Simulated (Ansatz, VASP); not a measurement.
## GaSb: VASP beside Ansatz

```
Ga Sb
1.0
     0.00000    3.15786    2.98850
     3.15786    0.00000    2.98850
     3.15786    3.15786    0.00000
Ga Sb
1 1
Direct
  0.00000 0.00000 0.00000
  0.25000 0.25000 0.25000
```

Change from the starting cell: epitaxial_xy strain +3.0%.

Alike in both runs: task single point; functional r2SCAN; k mesh 8 × 8 × 8; occupations fermi-dirac, width 0.02 eV; non-collinear spin, spin-orbit coupling.

|  | VASP | Ansatz |
| --- | --- | --- |
| version | VASP 6.6.1 | Ansatz 0.2.0 |
| potentials or method | VASP PAW PBE potentials, release 64 (Ga_d, Sb) | plane waves, PAW |
| plane-wave cutoff (eV) | 520 | 500 |
| valence electrons in the cell | 18 | 28 |

```tsv
	VASP	Ansatz	Ansatz less VASP
pressure (GPa)	-1.5	-1.6	-0.09
traceless stress, the component that is largest in VASP (GPa)	1.57	1.58	+0.013
```

VASP's potentials were made for PBE, not for r2SCAN. VASP's potentials hold 18 valence electrons a cell and Ansatz's 28, so a difference there can come from the potentials and not from the codes.
